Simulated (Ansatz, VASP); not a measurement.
# Two plane-wave programs on C

```
C
1.0
     2.52210    0.00000    0.00000
    -1.26105    2.18420    0.00000
     0.00000    0.00000   12.35570
C
12
Direct
  0.66667 0.33333 0.35417
  0.33333 0.66667 0.85417
  0.66667 0.33333 0.14583
  0.33333 0.66667 0.64583
  0.66667 0.33333 0.47917
  0.33333 0.66667 0.97917
  0.66667 0.33333 0.02083
  0.33333 0.66667 0.52083
  0.00000 0.00000 0.81250
  0.00000 0.00000 0.31250
  0.00000 0.00000 0.68750
  0.00000 0.00000 0.18750
```

Alike in both runs: functional LDA; k mesh 12 × 12 × 3; occupations fermi-dirac, width 0.05 eV; no spin polarisation.

```csv
,VASP,Ansatz
version,VASP 6.6.1,Ansatz 0.2.0
potentials or method,"VASP PAW LDA potentials, release 64 (C)",Ansatz PAW
plane-wave cutoff (eV),520,420
valence electrons in the cell,48,48
task,single point,band structure
```

Ansatz gave:

```
gap on the k mesh at the Fermi level (eV)                     : 4.36
least direct gap on the mesh (eV)                             : 5.25
pressure (GPa)                                                : -12.8
traceless stress, the component that is largest in VASP (GPa) : 5.53
rms of the force components (eV/Å)                            : 0.154
```

Estimate VASP's values.

gap on the k mesh at the Fermi level (eV): 4.35; least direct gap on the mesh (eV): 5.25; pressure (GPa): -11.3; traceless stress, the component that is largest in VASP (GPa): 5.53; rms of the force components (eV/Å): 0.154.

LDA's correlation is that of Perdew and Zunger in VASP and of Perdew and Wang (1992) in Ansatz. Atom by atom the forces differ by 0.001 eV/Å (rms over components).

Noted on Ansatz's run: Pulay correction over one GPa.
